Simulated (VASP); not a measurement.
# Ir (Fm-3m) in VASP: notebook, part 2 of 2

VASP 6.6.1.

### 3 Single point, r2SCAN

POSCAR

```
Ir
1.0
    0.0000000000      1.9228496764      1.9228496764
    1.9228496764      0.0000000000      1.9228496764
    1.9228496764      1.9228496764      0.0000000000
Ir
1
Direct
    0.0000000000      0.0000000000      0.0000000000
```

INCAR.step1

```
SYSTEM = Ir
  PREC = Accurate
  ENCUT = 520
  ISMEAR = 1
  SIGMA = 0.3
  LREAL = .FALSE.
  LASPH = .TRUE.
  NELM = 60
  NBANDS = 10
  GGA = PE
  ALGO = Normal
  EDIFF = 1E-4
  LWAVE = .TRUE.
  LCHARG = .FALSE.
```

INCAR.step2

```
SYSTEM = Ir
  PREC = Accurate
  ENCUT = 520
  EDIFF = 1E-7
  ISMEAR = 1
  SIGMA = 0.3
  LREAL = .FALSE.
  LASPH = .TRUE.
  NELM = 60
  ALGO = Normal
  ISIF = 2
  LWAVE = .FALSE.
  LCHARG = .FALSE.
  METAGGA = R2SCAN
  LMIXTAU = .TRUE.
  NBANDS = 10
  ISTART = 1
```

KPOINTS

```
regular mesh
0
G
  14 14 14
  0 0 0
```

Potentials or basis: VASP PAW PBE potentials, release 64 (Ir).

Run with:

```sh
> cat potpaw_PBE.64/Ir/POTCAR > POTCAR
> cp INCAR.step1 INCAR
> mpirun -np 1 vasp_std > vasp.out
> cp INCAR.step2 INCAR
> mpirun -np 1 vasp_std > vasp.out
```

OUTCAR:

```text
SYSTEM = Ir
   PREC = Accurate
   ENCUT = 520
   EDIFF = 1E-7
   ISMEAR = 1
   LREAL = .FALSE.
   LASPH = .TRUE.
   NELM = 60
   ISIF = 2
   METAGGA = R2SCAN
   ISTART = 1

 ion  position               nearest neighbor table
   1  0.000  0.000  0.000-

  LATTYP: Found a face centered cubic cell.
 ALAT       =     3.8456993528

  Lattice vectors:

 A1 = (   0.0000000000,   1.9228496764,   1.9228496764)
 A2 = (   1.9228496764,   0.0000000000,   1.9228496764)
 A3 = (   1.9228496764,   1.9228496764,   0.0000000000)

[... 491 lines left out ...]
 [... further k-points ...]

------------------------ aborting loop because EDIFF is reached ----------------------------------------

  FORCE on cell =-STRESS in cart. coord.  units (eV):
  Direction    XX          YY          ZZ          XY          YZ          ZX
  --------------------------------------------------------------------------------------
  -------------------------------------------------------------------------------------
  Total        0.1936797      0.1936797      0.1936797      0.0000000      0.0000000      0.0000000
  in kB       21.8237142     21.8237142     21.8237142      0.0000000      0.0000000      0.0000000
  external PRESSURE =      21.8237142 kB  Pullay stress =       0.0000000 kB

 VOLUME and BASIS-vectors are now :
 -----------------------------------------------------------------------------
  energy-cutoff  :      520.00
  volume of cell :       14.22
      direct lattice vectors                 reciprocal lattice vectors
     0.000000000  1.922849676  1.922849676    -0.260030727  0.260030727  0.260030727
     1.922849676  0.000000000  1.922849676     0.260030727 -0.260030727  0.260030727
     1.922849676  1.922849676  0.000000000     0.260030727  0.260030727 -0.260030727

 POSITION                                       TOTAL-FORCE (eV/Angst)
 -----------------------------------------------------------------------------------
      0.00000      0.00000      0.00000         0.000000      0.000000      0.000000
 -----------------------------------------------------------------------------------
    total drift:                                0.000000      0.000000     -0.000000

  FREE ENERGIE OF THE ION-ELECTRON SYSTEM (eV)
  ---------------------------------------------------
  free  energy   TOTEN  =       -52.3582396332 eV

  energy  without entropy=      -52.3542536966  energy(sigma->0) =      -52.35691099
```

OUTCAR.step1:

```text
SYSTEM = Ir
   PREC = Accurate
   ENCUT = 520
   ISMEAR = 1
   LREAL = .FALSE.
   LASPH = .TRUE.
   NELM = 60
[... 528 lines left out ...]
 -----------------------------------------------------------------------------------
      0.00000      0.00000      0.00000         0.000000      0.000000      0.000000
 -----------------------------------------------------------------------------------
    total drift:                                0.000000      0.000000     -0.000000

  FREE ENERGIE OF THE ION-ELECTRON SYSTEM (eV)
  ---------------------------------------------------
  free  energy   TOTEN  =        -8.8357721359 eV

  energy  without entropy=       -8.8317973347  energy(sigma->0) =       -8.83444720
```

It took 29 s on 1 thread of Intel Xeon Platinum 8488C (Sapphire Rapids), shared host; peak memory 0.14 GiB.

What came out:

- Free energy: -52.3582 eV
- Pressure: 2.2 GPa

Caveat: the PAW data sets were made with another functional, which shifts forces and pressure a little; spin-orbit coupling is left out, which moves the levels of the heavy elements.

### 4 Single point, r2SCAN

POSCAR is that of step 3.

INCAR.step1

```
  PREC = Accurate
  ENCUT = 520
  ISMEAR = 1
  SIGMA = 0.6
  LREAL = False
  LASPH = True
  NELM = 80
  NBANDS = 10
  GGA = PE
  ALGO = Normal
  EDIFF = 1E-4
  LWAVE = True
  LCHARG = False
```

INCAR.step2

```
  PREC = Accurate
  ENCUT = 520
  EDIFF = 1E-6
  ISMEAR = 1
  SIGMA = 0.6
  LREAL = False
  LASPH = True
  NELM = 80
  ALGO = Normal
  ISIF = 2
  LWAVE = False
  LCHARG = False
  METAGGA = R2SCAN
  LMIXTAU = True
  NBANDS = 10
  ISTART = 1
```

KPOINTS

```
Automatic mesh
0
Gamma
  14 14 14
```

Run with:

```sh
> cat potpaw_PBE.64/Ir/POTCAR > POTCAR
> cp INCAR.step1 INCAR
> mpirun -np 1 vasp_std > vasp.out
> cp INCAR.step2 INCAR
> mpirun -np 1 vasp_std > vasp.out
```

Wall time 27 s (1 thread of Intel Xeon Platinum 8488C (Sapphire Rapids), shared host); peak memory 0.14 GiB.

It converged, with:

```
Free energy : -52.3585 eV
Pressure    : 2.1 GPa
```

Levels at points of the mesh, in eV from the Fermi level:
```csv
k point,band 1,band 2,band 3,band 4,band 5,band 6,band 7,band 8,band 9
"(0.00, 0.00, 0.00)",-11.45,-3.94,-3.94,-3.94,-1.25,-1.25,15.14,20.97,20.97
"(0.50, 0.00, 0.00)",-8.33,-4.10,-4.10,-0.66,0.95,0.95,7.64,14.77,20.80
"(0.50, 0.50, 0.00)",-8.12,-7.54,0.86,1.58,1.58,1.81,11.03,12.33,12.33
```

Caveat: the PAW data sets were made with another functional, which shifts forces and pressure a little; spin-orbit coupling is left out, which moves the levels of the heavy elements.

### 5 Single point, r2SCAN

POSCAR is that of step 4.

INCAR.step1

```
ALGO = Normal ; EDIFF = 1E-4
ENCUT = 520 ; GGA = PE
ISMEAR = 1 ; LASPH = True
LCHARG = False ; LREAL = False
LWAVE = True ; NBANDS = 10
NELM = 80 ; PREC = Accurate
SIGMA = 1.0
```

INCAR.step2

```
ALGO = Normal ; EDIFF = 1E-7
ENCUT = 520 ; ISIF = 2
ISMEAR = 1 ; ISTART = 1
LASPH = True ; LCHARG = True
LELF = True ; LMIXTAU = True
LREAL = False ; LVHAR = True
LWAVE = False ; METAGGA = R2SCAN
NBANDS = 10 ; NELM = 80
PREC = Accurate ; SIGMA = 1.0
```

KPOINTS

```
k-points
0
Gamma
  14 14 14
```

Run with:

```sh
> cat potpaw_PBE.64/Ir/POTCAR > POTCAR
> cp INCAR.step1 INCAR
> mpirun -np 1 vasp_std > vasp.out
> cp INCAR.step2 INCAR
> mpirun -np 1 vasp_std > vasp.out
```

Run time: 32 s. Hardware: 1 thread of Intel Xeon Platinum 8488C (Sapphire Rapids), shared host; peak memory 0.14 GiB.

It converged, with:

```
Free energy : -52.3589 eV
Pressure    : 2.3 GPa
```

Levels at points of the mesh, in eV from the Fermi level:
```tsv
k point	band 2	band 3	band 4	band 5	band 6	band 7
(0.00, 0.00, 0.00)	-3.92	-3.92	-3.92	-1.23	-1.23	15.16
(0.50, 0.00, 0.00)	-4.07	-4.07	-0.64	0.98	0.98	7.66
(0.50, 0.50, 0.00)	-7.52	0.88	1.61	1.61	1.83	11.05
```

Caveat: the PAW data sets were made with another functional, which shifts forces and pressure a little; spin-orbit coupling is left out, which moves the levels of the heavy elements.

### 6 Single point, r2SCAN

POSCAR is that of step 5.

INCAR.step1

```
ALGO     = Normal         # electronic algorithm
EDIFF    = 1E-4           # SCF threshold, eV
ENCUT    = 520            # plane-wave cutoff, eV
GGA      = PE             # functional
ISMEAR   = 1              # smearing method
LASPH    = T              # aspherical terms in the spheres
LCHARG   = F              # write CHGCAR
LREAL    = F              # projectors in reciprocal space
LWAVE    = T              # write WAVECAR
NBANDS   = 10             # bands
NELM     = 80             # most SCF steps
PREC     = Accurate       # precision mode
SIGMA    = 0.01           # smearing width, eV
```

INCAR.step2

```
ALGO     = Normal         # electronic algorithm
EDIFF    = 1E-7           # SCF threshold, eV
ENCUT    = 520            # plane-wave cutoff, eV
ISIF     = 2              # what is computed and relaxed
ISMEAR   = 1              # smearing method
ISTART   = 1            
LASPH    = T              # aspherical terms in the spheres
LCHARG   = F              # write CHGCAR
LMIXTAU  = T            
LREAL    = F              # projectors in reciprocal space
LWAVE    = F              # write WAVECAR
METAGGA  = R2SCAN         # meta-GGA
NBANDS   = 10             # bands
NELM     = 80             # most SCF steps
PREC     = Accurate       # precision mode
SIGMA    = 0.01           # smearing width, eV
```

KPOINTS is that of step 5.

Potentials or basis: VASP PAW PBE potentials, release 64 (Ir).

Run with:

```sh
> cat potpaw_PBE.64/Ir/POTCAR > POTCAR
> cp INCAR.step1 INCAR
> mpirun -np 1 vasp_std > vasp.out
> cp INCAR.step2 INCAR
> mpirun -np 1 vasp_std > vasp.out
```

It took 31 s on 1 thread of Intel Xeon Platinum 8488C (Sapphire Rapids), shared host; peak memory 0.14 GiB.

The run converged. Its results:

| Item | Value |
| --- | --- |
| Free energy | -52.3547 eV |
| Pressure | 2.2 GPa |

Levels at points of the mesh, in eV from the Fermi level:
```tsv
k point	band 1	band 2	band 3	band 4	band 5	band 6	band 7	band 8	band 9
(0.00, 0.00, 0.00)	-11.36	-3.86	-3.86	-3.86	-1.17	-1.17	15.22	21.06	21.06
(0.50, 0.00, 0.00)	-8.25	-4.01	-4.01	-0.58	1.03	1.03	7.72	14.85	20.89
(0.50, 0.50, 0.00)	-8.04	-7.46	0.94	1.67	1.67	1.89	11.11	12.41	12.41
```

Caveat: the PAW data sets were made with another functional, which shifts forces and pressure a little; spin-orbit coupling is left out, which moves the levels of the heavy elements.

### 7 Overview

```tsv
smearing	gap on the mesh (eV)	pressure (GPa)
methfessel-paxton 0.2 eV	none	2.2
methfessel-paxton 0.3 eV	none	2.2
methfessel-paxton 0.6 eV	none	2.1
methfessel-paxton 1 eV	none	2.3
methfessel-paxton 0.01 eV	none	2.2
```

Alike in all rows: task single point; level r2SCAN; potentials or basis VASP PAW PBE potentials, release 64 (Ir); no spin polarisation; cell as given; k mesh 14 × 14 × 14; cutoff (eV) 520.

Every run on the cell as given and a fine mesh finds a metal.

Caveats: the PAW data sets were made with another functional, which shifts forces and pressure a little; spin-orbit coupling is left out, which moves the levels of the heavy elements.

Total energies depend on the potentials used, so only differences within one code and one set of settings carry meaning.
